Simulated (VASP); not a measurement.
# Cd (Im-3m) in VASP: a series of runs

Cd is run at these levels: LDA; tasks: single point.

All numbers are computed with VASP 6.6.1; they aren't measurements. Logs are shortened: lines on timing, memory, paths and dates and some standing lists are left out, and cuts for length are marked.

## 1. The cell of the first run

The structure is cubic, space group Im-3m (No. 229). Conventional cell: a = 3.137 Å, b = 3.137 Å, c = 3.137 Å, α = 90.00°, β = 90.00°, γ = 90.00°. Within 3.6 Å of Cd (site symmetry m-3m) lie 14 Cd at 2.72 to 3.14 Å.

## 2. Single point, LDA (volume scaled by 0.76)

File INCAR:

```
  PREC = Accurate
  ENCUT = 520
  EDIFF = 1E-6
  ISMEAR = -1
  SIGMA = 0.1
  LREAL = F
  LASPH = T
  NELM = 100
  ALGO = Normal
  ISIF = 2
  LWAVE = F
  LCHARG = T
  GGA = CA
  LELF = T
  LVHAR = T
  NBANDS = 12
```

File KPOINTS:

```
regular mesh
0
Gamma
  15 15 15
```

File POSCAR:

```
Cd
1.0
   -1.5687339217      1.5687339217      1.5687339217
    1.5687339217     -1.5687339217      1.5687339217
    1.5687339217      1.5687339217     -1.5687339217
Cd
1
Direct
    0.0000000000      0.0000000000      0.0000000000
```

Potentials or basis: VASP PAW LDA potentials, release 64 (Cd).

Command:

```bash
> cat potpaw_LDA.64/Cd/POTCAR > POTCAR
> mpirun -np 1 vasp_std > vasp.out
```

OUTCAR:

```text
PREC = Accurate
   ENCUT = 520
   EDIFF = 1E-6
   ISMEAR = -1
   LREAL = F
   LASPH = T
   NELM = 100
   ISIF = 2
   GGA = CA

 ion  position               nearest neighbor table
   1  0.000  0.000  0.000-

  LATTYP: Found a body centered cubic cell.
 ALAT       =     3.1374678434

  Lattice vectors:

 A1 = (  -1.5687339217,   1.5687339217,   1.5687339217)
 A2 = (   1.5687339217,  -1.5687339217,   1.5687339217)
 A3 = (   1.5687339217,   1.5687339217,  -1.5687339217)

Analysis of symmetry for initial positions (statically):
=====================================================================
 Subroutine PRICEL returns:
 Original cell was already a primitive cell.

 Routine SETGRP: Setting up the symmetry group for a
 body centered cubic supercell.

 Subroutine GETGRP returns: Found 48 space group operations
 (whereof 48 operations were pure point group operations)
 out of a pool of 48 trial point group operations.

The static configuration has the point symmetry O_h .

Analysis of symmetry for dynamics (positions and initial velocities):
=====================================================================
 Subroutine PRICEL returns:
 Original cell was already a primitive cell.

 Routine SETGRP: Setting up the symmetry group for a
 body centered cubic supercell.

 Subroutine GETGRP returns: Found 48 space group operations
 (whereof 48 operations were pure point group operations)
 out of a pool of 48 trial point group operations.

The dynamic configuration has the point symmetry O_h .

 Subroutine INISYM returns: Found 48 space group operations
 (whereof 48 operations are pure point group operations),
 and found     1 'primitive' translations

----------------------------------------------------------------------------------------

                                     Primitive cell

  volume of cell :      15.4422

  direct lattice vectors                    reciprocal lattice vectors
    -1.568733922  1.568733922  1.568733922     0.000000000  0.318728366  0.318728366
     1.568733922 -1.568733922  1.568733922     0.318728366  0.000000000  0.318728366
     1.568733922  1.568733922 -1.568733922     0.318728366  0.318728366  0.000000000

  length of vectors
     2.717126856  2.717126856  2.717126856     0.450749978  0.450749978  0.450749978

  position of ions in fractional coordinates (direct lattice)
     0.000000000  0.000000000  0.000000000

  ion indices of the primitive-cell ions
   primitive index   ion index
                 1           1

----------------------------------------------------------------------------------------

 KPOINTS: regular mesh

Automatic generation of k-mesh.
 Grid dimensions read from file:
 generate k-points for:   15   15   15

 Generating k-lattice:

  Cartesian coordinates                     Fractional coordinates (reciprocal lattice)
     0.000000000  0.021248558  0.021248558     0.066666667  0.000000000  0.000000000
     0.021248558  0.000000000  0.021248558     0.000000000  0.066666667  0.000000000
     0.021248558  0.021248558  0.000000000     0.000000000  0.000000000  0.066666667

  Length of vectors
     0.030049999  0.030049999  0.030049999

  Shift w.r.t. Gamma in fractional coordinates (k-lattice)
     0.000000000  0.000000000  0.000000000

 Subroutine IBZKPT returns following result:
 ===========================================

 Found    120 irreducible k-points:

 Following reciprocal coordinates:
            Coordinates               Weight
  0.000000  0.000000  0.000000      1.000000
  0.066667  0.000000  0.000000     12.000000
  0.133333  0.000000  0.000000     12.000000
  0.200000  0.000000  0.000000     12.000000
  0.266667  0.000000  0.000000     12.000000
  0.333333  0.000000  0.000000     12.000000
[... 16 lines left out ...]
  0.333333  0.200000  0.000000     48.000000
  0.400000  0.200000  0.000000     24.000000
 [... further k-points ...]
   k-points           NKPTS =    120   k-points in BZ     NKDIM =    120   number of bands    NBANDS=     12
   number of dos      NEDOS =    301   number of ions     NIONS =      1
   total plane-waves  NPLWV =   8000
   dimension x,y,z NGX =    20 NGY =   20 NGZ =   20
   dimension x,y,z NGXF=    40 NGYF=   40 NGZF=   40
   ions per type =               1
   NGX,Y,Z   is equivalent  to a cutoff of  12.24, 12.24, 12.24 a.u.
   NGXF,Y,Z  is equivalent  to a cutoff of  24.47, 24.47, 24.47 a.u.
 SYSTEM =  unknown system
   PREC   = accura    normal or accurate (medium, high low for compatibility)
   ISTART =      0    job   : 0-new  1-cont  2-samecut
   ICHARG =      2    charge: 1-file 2-atom 10-const
   ISPIN  =      1    spin polarized calculation?
   LNONCOLLINEAR =      F non collinear calculations
   LSORBIT =      F    spin-orbit coupling
   LASPH  =      T    aspherical Exc in radial PAW
   ENCUT  =  520.0 eV  38.22 Ry    6.18 a.u.   5.05  5.05  5.05*2*pi/ulx,y,z
   NELM   =    100;   NELMIN=  2; NELMDL= -5     # of ELM steps
   EDIFF  = 0.1E-05   stopping-criterion for ELM
   LREAL  =      F    real-space projection
   EDIFFG = 0.1E-04   stopping-criterion for IOM
   NSW    =      0    number of steps for IOM
   IBRION =     -1    ionic relax: 0-MD 1-quasi-New 2-CG
   NFREE  =      0    steps in history (QN), initial steepest desc. (CG)
   ISIF   =      2    stress and relaxation
   ISYM   =      2    0-nonsym 1-usesym 2-fastsym
   POTIM  = 0.5000    time-step for ionic-motion
   TEBEG  =    0.0;   TEEND  =   0.0 temperature during run
   PSTRESS=    0.0 pullay stress
   NELECT =      12.0000    total number of electrons
   NUPDOWN=      -1.0000    fix difference up-down
   EMIN   =  10.00;   EMAX   =-10.00  energy-range for DOS
   EFERMI =   0.00;   METHOD = LEGACY
   ISMEAR =    -1;   SIGMA  =   0.10  broadening in eV -4-tet -1-fermi 0-gaus
   EFERMI_NEDOS =   21; number of points for ismear=-14 and -15
   IALGO  =     38    algorithm
   IMIX   =      4    mixing-type and parameters
     AMIX     =   0.40;   BMIX     =  1.00
     AMIX_MAG =   1.60;   BMIX_MAG =  1.00
  volume/ion in A,a.u.               =      15.44       104.21
  Fermi-wavevector in a.u.,A,eV,Ry     =   1.505102  2.844231 30.821718  2.265332
  Thomas-Fermi vector in A             =   2.615995
   LORBIT       =      0    0 simple, 1 ext, 2 COOP (PROOUT), +10 PAW based schemes
   GGA     = CA    functional components
   LHFCALC =     F    Hartree Fock is set to
   AEXX    =    0.0000 exact exchange contribution
   IVDW    =     0    specifies the selected vdW correction
   LEPSILON=     F    determine dielectric tensor
   LRPA    =     F    only Hartree local field effects (RPA)
 non-spin polarized calculation
  energy-cutoff  :      520.00
  volume of cell :       15.44
 maximum number of plane-waves:       430
   NGX = 11   NGY = 11   NGZ = 11

 number of electron      12.0000012 magnetization

 Free energy of the ion-electron system (eV)
  ---------------------------------------------------
  ext. energy  EPLUGINS =         0.00000000
  ---------------------------------------------------
  free energy    TOTEN  =        -0.97627024 eV

  energy without entropy =       -0.96489796  energy(sigma->0) =       -0.97058410

 E-fermi :   6.3251     XC(G=0): -13.2789

 val. band max:        6.2956344394   @ k =  -0.4667   0.4667   0.0667
 cond. band min:       6.3274570994   @ k =  -0.4667   0.4667   0.3333
 fundamental gap:      0.0318226601
 Fermi energy:         6.3251390873

 k-point     1 :       0.0000    0.0000    0.0000
  band No.  band energies     occupation
      1      -6.1260      2.00000
      2      -4.8336      2.00000
      3      -4.8336      2.00000
      4      -4.8336      2.00000
      5      -3.5436      2.00000
      6      -3.5436      2.00000
      7      22.8862      0.00000
      8      22.8862      0.00000
      9      22.8862      0.00000
     10      27.8557      0.00000
     11      27.8557      0.00000
     12      27.8557      0.00000

 k-point     2 :       0.0667    0.0000    0.0000
  band No.  band energies     occupation
      1      -5.9722      2.00000
      2      -4.8655      2.00000
      3      -4.8216      2.00000
      4      -4.7515      2.00000
      5      -3.5776      2.00000
      6      -3.5416      2.00000
      7      22.1437      0.00000
      8      22.7365      0.00000
      9      22.8899      0.00000
     10      26.3121      0.00000
     11      26.3384      0.00000
     12      26.6789      0.00000

 k-point     3 :       0.1333    0.0000    0.0000
  band No.  band energies     occupation
      1      -5.5887      2.00000
      2      -4.9547      2.00000
      3      -4.7259      2.00000
      4      -4.5143      2.00000
      5      -3.6526      2.00000
      6      -3.5349      2.00000
      7      19.9780      0.00000
      8      21.9687      0.00000
      9      22.8993      0.00000
     10      24.7156      0.00000
     11      25.0920      0.00000
     12      25.8057      0.00000

 k-point     4 :       0.2000    0.0000    0.0000
  band No.  band energies     occupation
      1      -5.3735      2.00000
      2      -5.0839      2.00000
      3      -4.1934      2.00000
      4      -4.1498      2.00000
      5      -3.7020      2.00000
      6      -3.5228      2.00000
      7      17.0742      0.00000
      8      20.6750      0.00000
      9      22.7443      0.00000
     10      22.9111      0.00000
     11      24.5415      0.00000
     12      26.4166      0.00000

 k-point     5 :       0.2667    0.0000    0.0000
  band No.  band energies     occupation
      1      -5.4757      2.00000
      2      -5.2292      2.00000
      3      -3.7394      2.00000
      4      -3.7060      2.00000
      5      -3.5055      2.00000
      6      -3.0406      2.00000
      7      14.0250      0.00000
      8      19.3843      0.00000
      9      20.9469      0.00000
     10      22.9221      0.00000
     11      24.3376      0.00000
     12      27.6753      0.00000
[... 228 lines left out ...]
      1      -5.4308      2.00000
      2      -5.0477      2.00000
      3      -4.2252      2.00000
      4      -3.7932      2.00000
      5      -3.3855      2.00000
      6      -0.7494      2.00000
      7      13.0598      0.00000
      8      13.4855      0.00000
      9      18.7831      0.00000
     10      23.9786      0.00000
     11      26.8588      0.00000
     12      29.9951      0.00000

 k-point    22 :       0.2667    0.2000    0.0000
  band No.  band energies     occupation
      1      -5.5160      2.00000
      2      -5.1193      2.00000
      3      -4.0929      2.00000
      4      -3.7222      2.00000
      5      -3.2947      2.00000
      6       0.9051      2.00000
      7      10.4125      0.00000
      8      12.4743      0.00000
      9      18.0607      0.00000
     10      24.2219      0.00000
     11      27.2527      0.00000
     12      30.7101      0.00000

 k-point    23 :       0.3333    0.2000    0.0000
  band No.  band energies     occupation
      1      -5.5868      2.00000
      2      -5.1883      2.00000
      3      -4.0105      2.00000
      4      -3.6377      2.00000
      5      -3.2009      2.00000
      6       2.7571      2.00000
      7       7.8602      0.00000
      8      11.9191      0.00000
      9      17.6005      0.00000
     10      24.3849      0.00000
     11      27.7024      0.00000
     12      30.6902      0.00000

 k-point    24 :       0.4000    0.2000    0.0000
  band No.  band energies     occupation
      1      -5.6151      2.00000
      2      -5.2128      2.00000
      3      -3.9871      2.00000
      4      -3.6055      2.00000
      5      -3.1556      2.00000
      6       4.1509      2.00000
      7       6.2298      1.44358
      8      11.7270      0.00000
      9      17.4425      0.00000
     10      24.4432      0.00000
     11      27.9199      0.00000
     12      30.6383      0.00000

 [... further k-points ...]

------------------------ aborting loop because EDIFF is reached ----------------------------------------

  FORCE on cell =-STRESS in cart. coord.  units (eV):
  Direction    XX          YY          ZZ          XY          YZ          ZX
  --------------------------------------------------------------------------------------
  -------------------------------------------------------------------------------------
  Total        3.8760221      3.8760221      3.8760221      0.0000000     -0.0000000      0.0000000
  in kB      402.1508303    402.1508303    402.1508303      0.0000000     -0.0000000      0.0000000
  external PRESSURE =     402.1508303 kB  Pullay stress =       0.0000000 kB

 VOLUME and BASIS-vectors are now :
 -----------------------------------------------------------------------------
  energy-cutoff  :      520.00
  volume of cell :       15.44
      direct lattice vectors                 reciprocal lattice vectors
    -1.568733922  1.568733922  1.568733922     0.000000000  0.318728366  0.318728366
     1.568733922 -1.568733922  1.568733922     0.318728366  0.000000000  0.318728366
     1.568733922  1.568733922 -1.568733922     0.318728366  0.318728366  0.000000000

 POSITION                                       TOTAL-FORCE (eV/Angst)
 -----------------------------------------------------------------------------------
      0.00000      0.00000      0.00000        -0.000000      0.000000      0.000000
 -----------------------------------------------------------------------------------
    total drift:                                0.000000     -0.000000      0.000000

  FREE ENERGIE OF THE ION-ELECTRON SYSTEM (eV)
  ---------------------------------------------------
  free  energy   TOTEN  =        -0.9762702375 eV

  energy  without entropy=       -0.9648979625  energy(sigma->0) =       -0.97058410
```

It took 8.6 s on 1 thread of Intel Xeon Platinum 8488C (Sapphire Rapids), shared host; peak memory 0.13 GiB.

Results:

```yaml
Free_energy: -0.9763 eV
Pressure: 40.2 GPa
Band_gap_on_the_k_mesh: zero (band 6 reaches 9.17 eV, above the bottom of band 7 at 5.86 eV)
```

Levels at points of the mesh, in eV from the Fermi level:
```
           k point  band 3  band 4  band 5  band 6  band 7  band 8  band 9  band 10
(0.00, 0.00, 0.00)  -11.16  -11.16   -9.87   -9.87   16.56   16.56   16.56    21.53
```

## 3. Single point, LDA (volume scaled by 0.76)

File INCAR:

```
SYSTEM = Cd
PREC     = Accurate       ! precision mode
ENCUT    = 520            ! plane-wave cutoff, eV
EDIFF    = 1E-6           ! SCF threshold, eV
ISMEAR   = -1             ! smearing method
SIGMA    = 0.1            ! smearing width, eV
LREAL    = .FALSE.        ! projectors in reciprocal space
LASPH    = .TRUE.         ! aspherical terms in the spheres
NELM     = 100            ! most SCF steps
ALGO     = Normal         ! electronic algorithm
ISIF     = 2              ! what is computed and relaxed
LWAVE    = .FALSE.        ! write WAVECAR
LCHARG   = .FALSE.        ! write CHGCAR
GGA      = CA             ! functional
NBANDS   = 12             ! bands
```

File KPOINTS:

```
Automatic mesh
0
G
  15 15 15
  0 0 0
```

POSCAR is that of step 2.

Potentials or basis: VASP PAW LDA potentials, release 64 (Cd).

Command:

```bash
> cat potpaw_LDA.64/Cd/POTCAR > POTCAR
> mpirun -np 1 vasp_std > vasp.out
```

It took 8.8 s on 1 thread of Intel Xeon Platinum 8488C (Sapphire Rapids), shared host; peak memory 0.13 GiB.

Results (log left out):

* Free energy: -0.9763 eV
* Pressure: 40.2 GPa
* Band gap on the k mesh: zero (band 6 reaches 9.17 eV, above the bottom of band 7 at 5.86 eV)

Levels at points of the mesh, in eV from the Fermi level:
| k point | band 3 | band 4 | band 5 | band 6 | band 7 | band 8 | band 9 | band 10 |
| --- | --- | --- | --- | --- | --- | --- | --- | --- |
| (0.00, 0.00, 0.00) | -11.16 | -11.16 | -9.87 | -9.87 | 16.56 | 16.56 | 16.56 | 21.53 |

(Part 1 of 2 ends here.)
